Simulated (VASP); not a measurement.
Wanted: the native input for a VASP 6.6.1 run.

* Task: single point
* Functional: PBEsol
* Potentials or basis: VASP PAW PBE potentials, release 64 (Al)
* Cutoff: 520 eV
* k mesh: 18 × 18 × 10
* Occupations: gaussian, width 0.15 eV
* Spin: no spin polarisation
* Dipole correction: no
* Further INCAR settings: ALGO = Normal; EDIFF = 1e-06; NBANDS = 10

The structure of Al lies in POSCAR:

```
Al
1.0
    2.8098000000      0.0000000000      0.0000000000
   -1.4049000000      2.4333581796      0.0000000000
    0.0000000000      0.0000000000      4.4899000000
Al
2
Direct
    0.6666666667      0.3333333333      0.7500000000
    0.3333333333      0.6666666667      0.2500000000
```

These files were run (other wordings do the same):

INCAR

```
SYSTEM = Al
  PREC = Accurate
  ENCUT = 520
  EDIFF = 1E-6
  ISMEAR = 0
  SIGMA = 0.15
  LREAL = .FALSE.
  LASPH = .TRUE.
  NELM = 80
  ALGO = Normal
  ISIF = 2
  LWAVE = .FALSE.
  LCHARG = .FALSE.
  GGA = PS
  NBANDS = 10
```

KPOINTS

```
Automatic mesh
0
G
  18 18 10
  0 0 0
```

Potentials or basis: VASP PAW PBE potentials, release 64 (Al).

The run is started by

```console
$ cat potpaw_PBE.64/Al/POTCAR > POTCAR
$ mpirun -np 1 vasp_std > vasp.out
```

Results of the run:

* Pressure: 5.6 GPa
* Band gap on the k mesh: zero (band 3 reaches 13.34 eV, above the bottom of band 4 at 5.38 eV)

Caveat: the PAW data sets were made with another functional, which shifts forces and pressure a little.

It took 26 s on 1 thread of AMD EPYC 9R45 96-Core Processor (Zen 5) (shared host), peak memory 0.15 GiB.
